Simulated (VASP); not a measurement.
Wanted: the native input for a VASP 6.6.1 run.

| Item | Value |
| --- | --- |
| Task | single point |
| Functional | PBE |
| Potentials or basis | VASP PAW PBE potentials, release 64 (Hf_pv, Si, O) |
| Cutoff | 600 eV |
| k mesh | 8 × 8 × 8 |
| Occupations | gaussian, width 0.02 eV |
| Spin | no spin polarisation |
| Dipole correction | no |
| Further INCAR settings | ALGO = Normal; EDIFF = 1e-06; NBANDS = 28 |

The structure of HfSiO4 lies in POSCAR:

```
HfSiO4
1.0
   -2.3100280963      2.3100280963      3.0471430033
    2.3100280963     -2.3100280963      3.0471430033
    2.3100280963      2.3100280963     -3.0471430033
Hf Si O
1 1 4
Direct
    0.0000000000      0.0000000000      0.0000000000
    0.5000000000      0.5000000000      0.0000000000
    0.8559549356      0.4338747793      0.0000000000
    0.1440450644      0.1440450644      0.5779198437
    0.5661252207      0.5661252207      0.4220801563
    0.4338747793      0.8559549356      0.0000000000
```

The input as run:

INCAR

```
  PREC = Accurate
  ENCUT = 600
  EDIFF = 1E-6
  ISMEAR = 0
  SIGMA = 0.02
  LREAL = F
  LASPH = T
  NELM = 120
  ALGO = Normal
  ISIF = 2
  LWAVE = F
  LCHARG = F
  GGA = PE
  NBANDS = 28
  GGA_COMPAT = F
```

KPOINTS

```
regular mesh
0
Gamma
  8 8 8
```

Potentials or basis: VASP PAW PBE potentials, release 64 (Hf_pv, Si, O).

Launch:

```sh
$ cat potpaw_PBE.64/Hf_pv/POTCAR potpaw_PBE.64/Si/POTCAR potpaw_PBE.64/O/POTCAR > POTCAR
$ mpirun -np 1 vasp_std > vasp.out
```

It gave:

| Property | Result |
| --- | --- |
| Pressure | -1.5 GPa |
| Largest force | 0.164 eV/Å |
| Band gap on the k mesh | 3.47 eV |

Caveat: spin-orbit coupling is left out, which moves the levels of the heavy elements.

It took 2.8 min on 1 thread of Oxide Virtual Turin-like Processor, on a shared host, peak memory 0.25 GiB.
